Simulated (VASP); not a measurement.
Here is a VASP 6.6.1 calculation.

The input INCAR:

```
PREC = Accurate
ENCUT = 560
EDIFF = 1E-6
ISMEAR = 0
SIGMA = 0.1
LREAL = F
LASPH = T
NELM = 120
ALGO = Normal
ISIF = 2
LWAVE = F
LCHARG = F
GGA = PE
NBANDS = 64
GGA_COMPAT = F
```

KPOINTS

```
regular mesh
0
Gamma
  4 4 4
```

Contents of POSCAR:

```
MoOs6
1.0
    5.8274193509      0.0000000000      0.0000000000
    0.0000000000      5.8274193509      0.0000000000
    0.0000000000      0.0000000000      5.8274193509
Mo Os
1 6
Direct
    0.0000000000      0.0000000000      0.0000000000
    0.1966493888      0.5000000000      0.5000000000
    0.5000000000      0.1966493888      0.5000000000
    0.8033506112      0.5000000000      0.5000000000
    0.5000000000      0.8033506112      0.5000000000
    0.5000000000      0.5000000000      0.1966493888
    0.5000000000      0.5000000000      0.8033506112
```

Potentials or basis: VASP PAW PBE potentials, release 64 (Mo_sv, Os_sv_GW).

Command:

```sh
$ cat potpaw_PBE.64/Mo_sv/POTCAR potpaw_PBE.64/Os_sv_GW/POTCAR > POTCAR
$ mpirun -np 1 vasp_std > vasp.out
```

Question: What does it give for the largest force?

Answer: 0.042 eV/Å.

Question: What does it give for the pressure?

Answer: -0.2 GPa.

Question: Estimate the band gap on the k mesh.

Answer: Zero (bands 55 and 56 overlap by 0.60 eV).

Forces in eV/Å, atoms in the order of the input:
```
Mo   0.000  0.000  0.000
Os   0.042  0.000  0.000
Os   0.000  0.042  0.000
Os  -0.042  0.000  0.000
Os   0.000 -0.042  0.000
Os   0.000  0.000  0.042
Os   0.000  0.000 -0.042
```

Caveat: spin-orbit coupling is left out, which moves the levels of the heavy elements.
